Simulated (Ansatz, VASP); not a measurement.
One calculation of Pd, two programs

```xyz
1
Lattice="0.0000 1.9379 1.9379 1.9379 0.0000 1.9379 1.9379 1.9379 0.0000" Properties=species:S:1:pos:R:3 pbc="T T T"
Pd    0.0000    0.0000    0.0000
```

Alike in both runs: task single point; functional RPBE; k mesh 22 × 22 × 22; occupations fermi-dirac, width 0.1 eV; no spin polarisation.

```csv
,VASP,Ansatz
version,VASP 6.6.1,Ansatz 0.2.0
potentials or method,"VASP PAW PBE potentials, release 64 (Pd), cutoff 520 eV","plane waves (420 eV) with PAW, scalar-relativistic"
valence electrons in the cell,10,18
```

Ansatz gave:

```
pressure (GPa) : 15.1
```

Estimate VASP's values.

pressure (GPa): 14.8.

VASP's potentials were made for PBE, not for RPBE. VASP's potentials hold 10 valence electrons a cell and Ansatz's 18, so a difference there can come from the potentials and not from the codes.
